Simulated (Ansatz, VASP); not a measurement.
NaH in VASP and in Ansatz

```
CELL_PARAMETERS angstrom
-0.17978 2.39703 2.43898
2.39703 -0.17978 2.43898
2.21725 2.21725 0.00000
ATOMIC_POSITIONS crystal
Na 0.00000 0.00000 0.00000
H 0.50000 0.50000 0.50000
```

Change from the starting cell: engineering shear strain xy -0.1500, normal strain along z +0.0175.

Alike in both runs: task single point; functional r2SCAN; k mesh 8 × 8 × 8; occupations fermi-dirac, width 0.2 eV; no spin polarisation.

```csv
,VASP,Ansatz
version,VASP 6.6.1,Ansatz 0.2.0
potentials or method,"VASP PAW PBE potentials, release 64 (Na_pv, H), cutoff 520 eV","scalar-relativistic, plane waves, PAW"
valence electrons in the cell,8,10
```

Ansatz gave:

```
gap on the k mesh at the Fermi level (eV)                     : 3.82
least direct gap on the mesh (eV)                             : 5.09
pressure (GPa)                                                : -0.3
traceless stress, the component that is largest in VASP (GPa) : 3.75
```

Q: Which values does VASP return?

A: gap on the k mesh at the Fermi level (eV): 3.84; least direct gap on the mesh (eV): 5.09; pressure (GPa): -0.6; traceless stress, the component that is largest in VASP (GPa): 3.77.

VASP's potentials were made for PBE, not for r2SCAN. The functional is the same, so the differences come from potentials, cutoffs and numerics. VASP's potentials hold 8 valence electrons a cell and Ansatz's 10, so a difference there can come from the potentials and not from the codes.
